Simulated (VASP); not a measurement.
Write the native input for VASP 6.6.1 that does the following.

```
Task                   : single point
Functional             : PBE
Potentials or basis    : VASP PAW PBE potentials, release 64 (Ta_pv, N)
Cutoff                 : 520 eV
k mesh                 : 18 × 18 × 8
Occupations            : gaussian, width 0.1 eV
Spin                   : no spin polarisation
Dipole correction      : no
Further INCAR settings : ALGO = Normal; EDIFF = 1e-06; NBANDS = 24
```

The structure of TaN lies in POSCAR:

```
TaN
1.0
    3.1932300339      0.0000000000      0.0000000000
   -1.5966150170      2.7654183295      0.0000000000
    0.0000000000      0.0000000000      6.1263962008
Ta N
2 2
Direct
    0.3333333333      0.6666666667      0.0299665238
    0.6666666667      0.3333333333      0.5299665238
    0.3333333333      0.6666666667      0.3550334762
    0.6666666667      0.3333333333      0.8550334762
```

This cell differs from its parent crystal: volume scaled by 1.03, then relaxed in part.

The input as run:

INCAR

```
SYSTEM = TaN
PREC     = Accurate       ! precision mode
ENCUT    = 520            ! plane-wave cutoff, eV
EDIFF    = 1E-6           ! SCF threshold, eV
ISMEAR   = 0              ! smearing method
SIGMA    = 0.1            ! smearing width, eV
LREAL    = .FALSE.        ! projectors in reciprocal space
LASPH    = .TRUE.         ! aspherical terms in the spheres
NELM     = 60             ! most SCF steps
ALGO     = Normal         ! electronic algorithm
ISIF     = 2              ! what is computed and relaxed
LWAVE    = .FALSE.        ! write WAVECAR
LCHARG   = .FALSE.        ! write CHGCAR
GGA      = PE             ! functional
NBANDS   = 24             ! bands
```

KPOINTS

```
Automatic mesh
0
G
  18 18 8
  0 0 0
```

Potentials or basis: VASP PAW PBE potentials, release 64 (Ta_pv, N).

Launch:

```console
$ cat potpaw_PBE.64/Ta_pv/POTCAR potpaw_PBE.64/N/POTCAR > POTCAR
$ mpirun -np 1 vasp_std > vasp.out
```

It gave:

| Quantity | Value |
| --- | --- |
| Pressure | -6.2 GPa |
| Largest force | 0.022 eV/Å |
| Band gap on the k mesh | zero (band 16 reaches 6.40 eV, above the bottom of band 17 at 5.95 eV) |

Caveat: spin-orbit coupling is left out, which moves the levels of the heavy elements.

It took 2.2 min on 1 thread of Intel(R) Xeon(R) Platinum 8259CL CPU @ 2.50GHz (Skylake/Cascade Lake), with other jobs on the host, peak memory 0.32 GiB.
